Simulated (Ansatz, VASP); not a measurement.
## Two plane-wave programs on MgO

Contents of POSCAR:

```
MgO
1.0
    3.4863778627      0.0000000000      0.0000000000
   -1.7431889314      3.0192917963      0.0000000000
    0.0000000000      0.0000000000      4.1780412200
Mg O
2 2
Direct
    0.6829924143      0.3452846101      0.7586366768
    0.3496590810      0.6786179434      0.2586366768
    0.6666666667      0.3333333333      0.2500000000
    0.3333333333      0.6666666667      0.7500000000
```

Contents of INCAR.step1:

```
ALGO = Normal ; EDIFF = 1E-4
ENCUT = 520 ; GGA = PE
ISMEAR = 1 ; LASPH = T
LCHARG = F ; LREAL = F
LWAVE = T ; NBANDS = 16
NELM = 60 ; PREC = Accurate
SIGMA = 0.02
```

The input INCAR.step2:

```
ALGO = Normal ; EDIFF = 1E-6
ENCUT = 520 ; ISIF = 2
ISMEAR = 1 ; ISTART = 1
LASPH = T ; LCHARG = F
LMIXTAU = T ; LREAL = F
LWAVE = F ; METAGGA = R2SCAN
NBANDS = 16 ; NELM = 60
PREC = Accurate ; SIGMA = 0.02
```

File KPOINTS:

```
k-points
0
Gamma
  6 6 6
```

Input for Ansatz:

```yaml
crystal:
  lattice:
    - [3.4863778627, 0.0, 0.0]
    - [-1.7431889314, 3.0192917963, 0.0]
    - [0.0, 0.0, 4.17804122]
  atoms:
    - { symbol: Mg, position: [0.6829924143, 0.3452846101, 0.7586366768] }
    - { symbol: Mg, position: [0.349659081, 0.6786179434, 0.2586366768] }
    - { symbol: O, position: [0.6666666667, 0.3333333333, 0.25] }
    - { symbol: O, position: [0.3333333333, 0.6666666667, 0.75] }
basis:
  ecutwfc: 500
kpoints:
  mp_grid: { grid: [6, 6, 6] }
hamiltonian:
  xc: r2scan
scf:
  occupations: { method: cold, width: 0.02 }
output:
  forces: true
  stress: true
  eigenvalues: true
```

Change from the starting cell: all Mg atoms moved +0.062 Å, as atom 1 along Cartesian [1 1 1].

Alike in both runs: task single point; functional r2SCAN; k mesh 6 × 6 × 6; no spin polarisation.

```csv
,VASP,Ansatz
version,VASP 6.6.1,Ansatz 0.2.0
potentials or method,"VASP PAW PBE potentials, release 64 (Mg, O), cutoff 520 eV","scalar-relativistic, plane waves, PAW"
occupations,"methfessel-paxton of order 1, width 0.02 eV","cold, width 0.02 eV"
valence electrons in the cell,16,32
```

```tsv
	VASP	Ansatz	Ansatz less VASP
gap on the k mesh at the Fermi level (eV)	4.09	4.10	+0.013
least direct gap on the mesh (eV)	4.09	4.10	+0.013
pressure (GPa)	-0.3	0.4	+0.78
traceless stress, the component that is largest in VASP (GPa)	0.16	0.32	+0.156
rms of the force components (eV/Å)	0.293	0.290	-0.0036
```

VASP's potentials were made for PBE, not for r2SCAN. Atom by atom the forces differ by 0.004 eV/Å (rms over components). VASP's potentials hold 16 valence electrons a cell and Ansatz's 32, so a difference there can come from the potentials and not from the codes.
